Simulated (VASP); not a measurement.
# SnS2 (Berndtite-2T) (P-3m1) in VASP: notebook

Runs on SnS2 (Berndtite-2T). Level: PBEsol. Tasks: single point, relaxation of cell and atoms.

Program: VASP 6.6.1. These are calculated values, not measurements. Logs are shortened: lines on timing, memory, paths and dates and some standing lists are left out, and cuts for length are marked.

## 1. The cell of the first run

Symmetry: P-3m1, No. 164, trigonal system. The conventional cell has a = 3.651 Å, b = 3.651 Å, c = 6.057 Å, α = 90.00°, β = 90.00°, γ = 120.00°. Sn (site symmetry -3m) has 6 S at 2.57 Å within 3.4 Å. S (site symmetry 3m) has 3 Sn at 2.57 Å within 3.4 Å.

## 2. Single point, PBEsol

INCAR reads:

```
SYSTEM = SnS2
ALGO = Normal
EDIFF = 1E-6
ENCUT = 500
GGA = PS
GGA_COMPAT = .FALSE.
ISIF = 2
ISMEAR = 0
LASPH = .TRUE.
LCHARG = .TRUE.
LELF = .TRUE.
LREAL = .FALSE.
LVHAR = .TRUE.
LWAVE = .FALSE.
NBANDS = 20
NELM = 120
PREC = Accurate
SIGMA = 0.02
```

KPOINTS reads:

```
k-points
0
G
  9 9 6
  0 0 0
```

POSCAR reads:

```
SnS2
1.0
    3.6513022329      0.0000000000      0.0000000000
   -1.8256511164      3.1621204906      0.0000000000
    0.0000000000      0.0000000000      6.0574010484
Sn S
1 2
Direct
    0.0000000000      0.0000000000      0.0000000000
    0.3333333333      0.6666666667      0.2433156015
    0.6666666667      0.3333333333      0.7566843985
```

Potentials or basis: VASP PAW PBE potentials, release 64 (Sn_d, S).

Run with:

```bash
> cat potpaw_PBE.64/Sn_d/POTCAR potpaw_PBE.64/S/POTCAR > POTCAR
> mpirun -np 1 vasp_std > vasp.out
```

OUTCAR:

```text
SYSTEM = SnS2
   EDIFF = 1E-6
   ENCUT = 500
   GGA = PS
   ISIF = 2
   ISMEAR = 0
   LASPH = .TRUE.
   LREAL = .FALSE.
   NELM = 120
   PREC = Accurate

 ion  position               nearest neighbor table
   1  0.000  0.000  0.000-   2 2.57   3 2.57   2 2.57   3 2.57   3 2.57   2 2.57
   2  0.333  0.667  0.243-   1 2.57   1 2.57   1 2.57
   3  0.667  0.333  0.757-   1 2.57   1 2.57   1 2.57

  LATTYP: Found a hexagonal cell.
 ALAT       =     3.6513022329
 C/A-ratio  =     1.6589700501

  Lattice vectors:

 A1 = (   3.6513022329,   0.0000000000,   0.0000000000)
 A2 = (  -1.8256511164,   3.1621204906,   0.0000000000)
 A3 = (   0.0000000000,   0.0000000000,   6.0574010484)

Analysis of symmetry for initial positions (statically):
=====================================================================
 Subroutine PRICEL returns:
 Original cell was already a primitive cell.

 Routine SETGRP: Setting up the symmetry group for a
 hexagonal supercell.

 Subroutine GETGRP returns: Found 12 space group operations
 (whereof 12 operations were pure point group operations)
 out of a pool of 24 trial point group operations.

The static configuration has the point symmetry D_3d.

Analysis of symmetry for dynamics (positions and initial velocities):
=====================================================================
 Subroutine PRICEL returns:
 Original cell was already a primitive cell.

 Routine SETGRP: Setting up the symmetry group for a
 hexagonal supercell.

 Subroutine GETGRP returns: Found 12 space group operations
 (whereof 12 operations were pure point group operations)
 out of a pool of 24 trial point group operations.

The dynamic configuration has the point symmetry D_3d.

 Subroutine INISYM returns: Found 12 space group operations
 (whereof 12 operations are pure point group operations),
 and found     1 'primitive' translations

----------------------------------------------------------------------------------------

                                     Primitive cell

  volume of cell :      69.9379

  direct lattice vectors                    reciprocal lattice vectors
     3.651302233  0.000000000  0.000000000     0.273874891  0.158121742  0.000000000
    -1.825651116  3.162120491  0.000000000     0.000000000  0.316243484  0.000000000
     0.000000000  0.000000000  6.057401048     0.000000000  0.000000000  0.165087303

  length of vectors
     3.651302233  3.651302233  6.057401048     0.316243484  0.316243484  0.165087303

  position of ions in fractional coordinates (direct lattice)
     0.000000000  0.000000000  0.000000000
     0.333333333  0.666666667  0.243315602
     0.666666667  0.333333333  0.756684398

  ion indices of the primitive-cell ions
   primitive index   ion index
                 1           1
                 2           2
                 3           3

----------------------------------------------------------------------------------------

 KPOINTS: k-points

Automatic generation of k-mesh.
 Grid dimensions read from file:
 generate k-points for:    9    9    6

 Generating k-lattice:

  Cartesian coordinates                     Fractional coordinates (reciprocal lattice)
     0.030430543  0.017569082  0.000000000     0.111111111 -0.000000000  0.000000000
     0.000000000  0.035138165  0.000000000     0.000000000  0.111111111  0.000000000
     0.000000000  0.000000000  0.027514550     0.000000000  0.000000000  0.166666667

  Length of vectors
     0.035138165  0.035138165  0.027514550

  Shift w.r.t. Gamma in fractional coordinates (k-lattice)
     0.000000000  0.000000000  0.000000000

 Subroutine IBZKPT returns following result:
 ===========================================

 Found     62 irreducible k-points:

 Following reciprocal coordinates:
            Coordinates               Weight
  0.000000  0.000000  0.000000      1.000000
  0.111111  0.000000  0.000000      6.000000
  0.222222 -0.000000  0.000000      6.000000
  0.333333 -0.000000  0.000000      6.000000
  0.444444 -0.000000  0.000000      6.000000
  0.111111  0.111111  0.000000      6.000000
[... 16 lines left out ...]
  0.222222  0.111111  0.166667     12.000000
 -0.111111  0.333333  0.166667     12.000000
 [... further k-points ...]
   k-points           NKPTS =     62   k-points in BZ     NKDIM =     62   number of bands    NBANDS=     20
   number of dos      NEDOS =    301   number of ions     NIONS =      3
   total plane-waves  NPLWV =  37632
   dimension x,y,z NGX =    28 NGY =   28 NGZ =   48
   dimension x,y,z NGXF=    56 NGYF=   56 NGZF=   96
   ions per type =               1   2
   NGX,Y,Z   is equivalent  to a cutoff of  12.75, 12.75, 13.17 a.u.
   NGXF,Y,Z  is equivalent  to a cutoff of  25.50, 25.50, 26.35 a.u.
 SYSTEM =  SnS2
   PREC   = accura    normal or accurate (medium, high low for compatibility)
   ISTART =      0    job   : 0-new  1-cont  2-samecut
   ICHARG =      2    charge: 1-file 2-atom 10-const
   ISPIN  =      1    spin polarized calculation?
   LNONCOLLINEAR =      F non collinear calculations
   LSORBIT =      F    spin-orbit coupling
   LASPH  =      T    aspherical Exc in radial PAW
   ENCUT  =  500.0 eV  36.75 Ry    6.06 a.u.   6.66  6.66 11.04*2*pi/ulx,y,z
   NELM   =    120;   NELMIN=  2; NELMDL= -5     # of ELM steps
   EDIFF  = 0.1E-05   stopping-criterion for ELM
   LREAL  =      F    real-space projection
   EDIFFG = 0.1E-04   stopping-criterion for IOM
   NSW    =      0    number of steps for IOM
   IBRION =     -1    ionic relax: 0-MD 1-quasi-New 2-CG
   NFREE  =      0    steps in history (QN), initial steepest desc. (CG)
   ISIF   =      2    stress and relaxation
   ISYM   =      2    0-nonsym 1-usesym 2-fastsym
   POTIM  = 0.5000    time-step for ionic-motion
   TEBEG  =    0.0;   TEEND  =   0.0 temperature during run
   PSTRESS=    0.0 pullay stress
   NELECT =      26.0000    total number of electrons
   NUPDOWN=      -1.0000    fix difference up-down
   EMIN   =  10.00;   EMAX   =-10.00  energy-range for DOS
   EFERMI =   0.00;   METHOD = LEGACY
   ISMEAR =     0;   SIGMA  =   0.02  broadening in eV -4-tet -1-fermi 0-gaus
   EFERMI_NEDOS =   21; number of points for ismear=-14 and -15
   IALGO  =     38    algorithm
   IMIX   =      4    mixing-type and parameters
     AMIX     =   0.40;   BMIX     =  1.00
     AMIX_MAG =   1.60;   BMIX_MAG =  1.00
  volume/ion in A,a.u.               =      23.31       157.32
  Fermi-wavevector in a.u.,A,eV,Ry     =   1.177141  2.224474 18.853057  1.385661
  Thomas-Fermi vector in A             =   2.313493
   LORBIT       =      0    0 simple, 1 ext, 2 COOP (PROOUT), +10 PAW based schemes
   GGA     = PS    functional components
   LHFCALC =     F    Hartree Fock is set to
   AEXX    =    0.0000 exact exchange contribution
   IVDW    =     0    specifies the selected vdW correction
   LEPSILON=     F    determine dielectric tensor
   LRPA    =     F    only Hartree local field effects (RPA)
 non-spin polarized calculation
 Gauss-broadening in eV      SIGMA  =   0.02
  energy-cutoff  :      500.00
  volume of cell :       69.94
 maximum number of plane-waves:      1810
 NGX is ok and might be reduce to    28
   NGX = 13   NGY = 13   NGZ = 23

 number of electron      26.0000011 magnetization

 Free energy of the ion-electron system (eV)
  ---------------------------------------------------
  ext. energy  EPLUGINS =         0.00000000
  ---------------------------------------------------
  free energy    TOTEN  =       -14.27193936 eV

  energy without entropy =      -14.27193936  energy(sigma->0) =      -14.27193936

 E-fermi :   4.3040     XC(G=0):  -9.6355

 val. band max:        4.1766894140   @ k =   0.1111   0.1111   0.0000
 cond. band min:       5.6089768972   @ k =   0.0000   0.4444   0.3333
 fundamental gap:      1.4322874831
 Fermi energy:         4.3039757276

 k-point     1 :       0.0000    0.0000    0.0000
  band No.  band energies     occupation
      1     -16.5539      2.00000
      2     -16.5539      2.00000
      3     -16.5108      2.00000
      4     -16.4826      2.00000
      5     -16.4825      2.00000
      6      -9.4797      2.00000
[... 12 lines left out ...]
     19      13.7293      0.00000
     20      13.7293      0.00000

 k-point     2 :       0.1111    0.0000    0.0000
  band No.  band energies     occupation
      1     -16.5617      2.00000
      2     -16.5465      2.00000
      3     -16.5050      2.00000
      4     -16.4876      2.00000
      5     -16.4820      2.00000
      6      -9.3407      2.00000
[... 12 lines left out ...]
     19      13.3156      0.00000
     20      13.8986      0.00000

 k-point     3 :       0.2222   -0.0000    0.0000
  band No.  band energies     occupation
      1     -16.5845      2.00000
      2     -16.5312      2.00000
      3     -16.5028      2.00000
      4     -16.4851      2.00000
      5     -16.4770      2.00000
      6      -8.9363      2.00000
[... 12 lines left out ...]
     19      12.9858      0.00000
     20      14.2138      0.00000

 k-point     4 :       0.3333   -0.0000    0.0000
  band No.  band energies     occupation
      1     -16.6127      2.00000
      2     -16.5222      2.00000
      3     -16.5140      2.00000
      4     -16.4661      2.00000
      5     -16.4625      2.00000
      6      -8.3230      2.00000
[... 12 lines left out ...]
     19      13.5079      0.00000
     20      14.2847      0.00000

 k-point     5 :       0.4444   -0.0000    0.0000
  band No.  band energies     occupation
      1     -16.6317      2.00000
      2     -16.5211      2.00000
      3     -16.5206      2.00000
      4     -16.4533      2.00000
      5     -16.4488      2.00000
      6      -7.6871      2.00000
[... 12 lines left out ...]
     19      14.2406      0.00000
     20      14.8473      0.00000

 k-point     6 :       0.1111    0.1111    0.0000
  band No.  band energies     occupation
      1     -16.5742      2.00000
      2     -16.5389      2.00000
      3     -16.4954      2.00000
      4     -16.4949      2.00000
      5     -16.4779      2.00000
      6      -9.0684      2.00000
[... 12 lines left out ...]
     19      12.7089      0.00000
     20      14.2005      0.00000

 k-point     7 :       0.2222    0.1111    0.0000
  band No.  band energies     occupation
      1     -16.5958      2.00000
      2     -16.5316      2.00000
      3     -16.5049      2.00000
      4     -16.4835      2.00000
      5     -16.4630      2.00000
      6      -8.5544      2.00000
[... 12 lines left out ...]
     19      12.3684      0.00000
     20      14.4463      0.00000
[... 277 lines left out ...]
 k-point    20 :       0.4444   -0.0000    0.1667
  band No.  band energies     occupation
      1     -16.6318      2.00000
      2     -16.5211      2.00000
      3     -16.5206      2.00000
      4     -16.4532      2.00000
      5     -16.4488      2.00000
      6      -7.6680      2.00000
[... 12 lines left out ...]
     19      14.4263      0.00000
     20      15.3271      0.00000

 k-point    21 :       0.0000    0.4444    0.1667
  band No.  band energies     occupation
      1     -16.6318      2.00000
      2     -16.5212      2.00000
      3     -16.5206      2.00000
      4     -16.4532      2.00000
      5     -16.4488      2.00000
      6      -7.6677      2.00000
[... 12 lines left out ...]
     19      13.8557      0.00000
     20      15.0976      0.00000

 k-point    22 :       0.1111    0.1111    0.1667
  band No.  band energies     occupation
      1     -16.5743      2.00000
      2     -16.5389      2.00000
      3     -16.4954      2.00000
      4     -16.4949      2.00000
      5     -16.4779      2.00000
      6      -9.0404      2.00000
[... 12 lines left out ...]
     19      12.9414      0.00000
     20      13.6112      0.00000

 k-point    23 :       0.2222    0.1111    0.1667
  band No.  band energies     occupation
      1     -16.5959      2.00000
      2     -16.5316      2.00000
      3     -16.5049      2.00000
      4     -16.4835      2.00000
      5     -16.4630      2.00000
      6      -8.5285      2.00000
[... 12 lines left out ...]
     19      12.7373      0.00000
     20      14.3466      0.00000

 k-point    24 :      -0.1111    0.3333    0.1667
  band No.  band energies     occupation
      1     -16.5958      2.00000
      2     -16.5316      2.00000
      3     -16.5050      2.00000
      4     -16.4835      2.00000
      5     -16.4630      2.00000
      6      -8.5277      2.00000
[... 12 lines left out ...]
     19      12.2820      0.00000
     20      14.0157      0.00000

 [... further k-points ...]
[... 5 lines left out ...]
  --------------------------------------------------------------------------------------
  -------------------------------------------------------------------------------------
  Total       -0.0353032     -0.0353032     -0.0171513     -0.0000000      0.0000000      0.0000000
  in kB       -0.8087465     -0.8087465     -0.3929125     -0.0000000      0.0000000      0.0000000
  external PRESSURE =      -0.6701352 kB  Pullay stress =       0.0000000 kB

 VOLUME and BASIS-vectors are now :
 -----------------------------------------------------------------------------
  energy-cutoff  :      500.00
  volume of cell :       69.94
      direct lattice vectors                 reciprocal lattice vectors
     3.651302233  0.000000000  0.000000000     0.273874891  0.158121742  0.000000000
    -1.825651116  3.162120491  0.000000000     0.000000000  0.316243484  0.000000000
     0.000000000  0.000000000  6.057401048     0.000000000  0.000000000  0.165087303

 POSITION                                       TOTAL-FORCE (eV/Angst)
 -----------------------------------------------------------------------------------
      0.00000      0.00000      0.00000         0.000000      0.000000      0.000000
     -0.00000      2.10808      1.47386        -0.000000      0.000000     -0.001134
      1.82565      1.05404      4.58354         0.000000     -0.000000      0.001134
 -----------------------------------------------------------------------------------
    total drift:                               -0.000000     -0.000000      0.000000

  FREE ENERGIE OF THE ION-ELECTRON SYSTEM (eV)
  ---------------------------------------------------
  free  energy   TOTEN  =       -14.2719393643 eV

  energy  without entropy=      -14.2719393643  energy(sigma->0) =      -14.27193936
```

Run time: 72 s. Hardware: 1 thread of Intel Xeon Platinum 8488C (Sapphire Rapids), shared host; peak memory 0.23 GiB.

Results:

- Free energy: -14.2719 eV
- Pressure: -0.1 GPa
- Band gap on the k mesh: 1.43 eV, indirect (least direct gap 1.83 eV)

Levels at points of the mesh, in eV from the valence-band top:
| k point | band 11 | band 12 | band 13 | band 14 | band 15 | band 16 |
| --- | --- | --- | --- | --- | --- | --- |
| (0.00, 0.00, 0.00) | -0.21 | -0.21 | -0.04 | 1.98 | 3.66 | 5.45 |
| (0.00, 0.00, 0.50) | -0.59 | -0.11 | -0.11 | 3.06 | 3.71 | 5.25 |

Caveat: the PAW data sets were made with another functional, which shifts forces and pressure a little; spin-orbit coupling is left out, which moves the levels of the heavy elements; this functional lacks dispersion, which binds the layers, so the pressure and a relaxed spacing across them are unreliable. A k mesh can miss the band edges.

[end of part 1 of 2]
